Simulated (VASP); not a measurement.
GaN:

```
Ga N
1.0
     0.00000    2.24895    2.23771
     2.24895    0.00000    2.23771
     2.24895    2.24895    0.00000
Ga N
1 1
Cartesian
  0.0000 0.0000 0.0000
  1.1245 1.1245 1.1189
```

This cell differs from its parent crystal: uniaxial z strain -0.5%.

Base run:

```yaml
Program: VASP 6.6.1
Functional: PBE
Potentials_or_basis: VASP PAW PBE potentials, release 64 (Ga_d, N)
Cutoff: 520 eV
k_mesh: 10 × 10 × 10
Occupations: fermi-dirac, width 0.02 eV
Spin: no spin polarisation
```

Its results: band gap on the k mesh 1.78 eV, direct; pressure 7.3 GPa.

Task: The run is repeated on the same cell with these changes: functional from PBE to r2SCAN; occupations from fermi-dirac, width 0.02 eV to gaussian, width 0.01 eV. What comes out?

Result: Band gap on the k mesh 2.18 eV, direct; pressure 2.1 GPa.

Caveats: the PAW data sets were made with another functional, which shifts forces and pressure a little (some runs).

